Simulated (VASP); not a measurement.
Runs of VASP 6.6.1 on Sn. It takes space group Fd-3m (No. 227, cubic). The conventional cell has a = 6.467 Å, b = 6.467 Å, c = 6.467 Å, α = 90.00°, β = 90.00°, γ = 90.00°. Within 3.7 Å of Sn (site symmetry -43m) lie 4 Sn at 2.80 Å. 

```tsv
k mesh	gap on the mesh (eV)	pressure (GPa)
2 × 2 × 2	none	11.0
6 × 6 × 6	none	(b)
3 × 3 × 3	none	3.4
4 × 4 × 4	none	(a)
5 × 5 × 5	none	1.7
```

Alike in all rows: task single point; level PBEsol; potentials or basis VASP PAW PBE potentials, release 64 (Sn_d); no spin polarisation; cell as given; cutoff (eV) 520; smearing methfessel-paxton 0.1 eV.

Question: Fill in the values left out.

Answer: (a) 2.2; (b) 1.5.

Caveats: some runs use coarse meshes; the PAW data sets were made with another functional, which shifts forces and pressure a little; spin-orbit coupling is left out, which moves the levels of the heavy elements.

A k mesh can miss the band edges, and the runs leave out spin-orbit coupling on Sn.

A gap of «none» marks levels without a gap at the run's occupations.
